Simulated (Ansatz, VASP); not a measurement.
## One calculation of KHgF2, two programs

```
K Hg F
1.0
     4.88458    0.00000    0.00000
     0.00000    4.88458    0.00000
     0.00000    0.00000    3.32533
K Hg F
1 1 2
Cartesian
  2.4423 2.4423 1.6627
  0.0000 0.0000 0.0000
  2.4423 0.0000 0.0000
  0.0000 2.4423 0.0000
```

Alike in both runs: functional PBE; k mesh 4 × 4 × 6; occupations gaussian, width 0.1 eV; no spin polarisation.

Ansatz relaxed the structure, and its values are those at the end. VASP's run is a single point on that final structure, the one shown.

|  | VASP | Ansatz |
| --- | --- | --- |
| version | VASP 6.6.1 | Ansatz 0.2.0 |
| potentials or method | VASP PAW PBE potentials, release 64 (K_sv, Hg, F), cutoff 520 eV | scalar-relativistic, plane waves, PAW |
| valence electrons in the cell | 35 | 43 |

|  | VASP | Ansatz | Ansatz less VASP |
| --- | --- | --- | --- |
| gap on the k mesh at the Fermi level (eV) | none | none | - |
| pressure (GPa) | -0.1 | -0.2 | -0.04 |

A gap of «none» marks a metal or a gap that the smearing closes. VASP's potentials hold 35 valence electrons a cell and Ansatz's 43, so a difference there can come from the potentials and not from the codes.

Spin-orbit coupling is off throughout.
